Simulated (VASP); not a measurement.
Set up this calculation in VASP 6.6.1, as the native input.

* Task: relaxation of the atoms
* Functional: r2SCAN
* Potentials or basis: VASP PAW PBE potentials, release 64 (Al, Au)
* Cutoff: 520 eV
* k mesh: 10 × 10 × 10
* Occupations: fermi-dirac, width 0.1 eV
* Spin: no spin polarisation
* Dipole correction: no
* Further INCAR settings: ALGO = Normal; EDIFF = 1e-06; IBRION = 2; EDIFFG = -0.01; NSW = 50

The system is Al2Au.

```
Al Au
1.0
     0.00000    3.04487    3.04487
     3.04487    0.00000    3.04487
     3.04487    3.04487    0.00000
Al Au
2 1
Direct
  0.25000 0.25000 0.25000
  0.75000 0.75000 0.75000
  0.00000 0.00000 0.00000
```

The input as run:

POSCAR

```
Al2Au
1.0
    0.0000000000      3.0448685500      3.0448685500
    3.0448685500      0.0000000000      3.0448685500
    3.0448685500      3.0448685500      0.0000000000
Al Au
2 1
Direct
    0.2500000000      0.2500000000      0.2500000000
    0.7500000000      0.7500000000      0.7500000000
    0.0000000000      0.0000000000      0.0000000000
```

INCAR.step1

```
SYSTEM = Al2Au
PREC = Accurate ; ENCUT = 520
ISMEAR = -1 ; SIGMA = 0.1
LREAL = .False. ; LASPH = .True.
NELM = 80 ; GGA = PE
ALGO = Normal ; EDIFF = 1E-4
LWAVE = .True. ; LCHARG = .False.
```

INCAR.step2

```
SYSTEM = Al2Au
PREC = Accurate ; ENCUT = 520
EDIFF = 1E-6 ; ISMEAR = -1
SIGMA = 0.1 ; LREAL = .False.
LASPH = .True. ; NELM = 80
ALGO = Normal ; ISIF = 2
LWAVE = .False. ; LCHARG = .False.
METAGGA = R2SCAN ; LMIXTAU = .True.
IBRION = 2 ; NSW = 50
EDIFFG = -0.01 ; ISTART = 1
```

KPOINTS

```
Automatic mesh
0
Gamma
  10 10 10
  0 0 0
```

Potentials or basis: VASP PAW PBE potentials, release 64 (Al, Au).

The run is started by

```sh
$ cat potpaw_PBE.64/Al/POTCAR potpaw_PBE.64/Au/POTCAR > POTCAR
$ cp INCAR.step1 INCAR
$ mpirun -np 1 vasp_std > vasp.out
$ cp INCAR.step2 INCAR
$ mpirun -np 1 vasp_std > vasp.out
```

Results of the run:

- Pressure after relaxing: -4.5 GPa
- Band gap on the k mesh: zero (an odd number of electrons rules out a gap without spin polarisation)

Caveat: the relaxation stopped at its first step, so nothing moved; the PAW data sets were made with another functional, which shifts forces and pressure a little; spin-orbit coupling is left out, which moves the levels of the heavy elements.

It took 120 s on 1 thread of Intel Xeon 8259CL, on a shared host, peak memory 0.21 GiB.
